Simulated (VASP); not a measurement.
The system is Mg3Sb2.

```
Mg Sb
1.0
     4.51667    0.00000    0.00000
    -2.25834    3.91155    0.00000
     0.00000    0.00000    7.22667
Mg Sb
3 2
Direct
  0.00000 0.00000 0.00000
  0.33333 0.66667 0.63000
  0.66667 0.33333 0.37000
  0.33333 0.66667 0.24000
  0.66667 0.33333 0.76000
```

| Item | Value |
| --- | --- |
| Program | VASP 6.6.1 |
| Task | relaxation of cell and atoms |
| Functional | PBE |
| Potentials or basis | VASP PAW PBE potentials, release 64 (Mg, Sb) |
| Cutoff | 600 eV |
| k mesh | 6 × 6 × 4 |
| Occupations | fermi-dirac, width 0.02 eV |
| Spin | no spin polarisation |

At the start: pressure 2.9 GPa; volume 25.53 Å³/atom.

Problem. How do energy, volume and symmetry change on relaxing?

Solution. Over 11 steps the energy falls by 26.5 meV/atom and the volume is 26.62 Å³/atom (+4.2 %); space group P-3m1 (No. 164, to 0.05 Å).

The path:
| step | energy change (eV) | largest force (eV/Å) | pressure (GPa) | volume (Å³) |
| --- | --- | --- | --- | --- |
| 1 | 0.0000 | 0.8382 | 2.89 | 127.67 |
| 2 | -0.1036 | 0.3112 | -0.62 | 136.39 |
| 3 | -0.1038 | 0.3307 | -0.49 | 136.00 |
| 4 | -0.1177 | 0.2423 | -0.32 | 135.03 |
| 5 | -0.1320 | 0.0260 | 0.19 | 132.55 |
| 6 | -0.1321 | 0.0228 | 0.16 | 132.68 |
| 7 | -0.1327 | 0.0105 | -0.07 | 133.29 |
| 8 | -0.1327 | 0.0124 | -0.04 | 133.20 |
| 9 | -0.1327 | 0.0055 | 0.00 | 133.06 |
| 10 | -0.1327 | 0.0054 | 0.00 | 133.06 |
| 11 | -0.1327 | 0.0038 | 0.00 | 133.08 |

Final structure:
```
Mg Sb
1.0
     4.59968    0.00000    0.00000
    -2.29984    3.98344    0.00000
     0.00000    0.00000    7.26296
Mg Sb
3 2
Direct
  0.00000 0.00000 0.00000
  0.33333 0.66667 0.63238
  0.66667 0.33333 0.36762
  0.33333 0.66667 0.22538
  0.66667 0.33333 0.77462
```
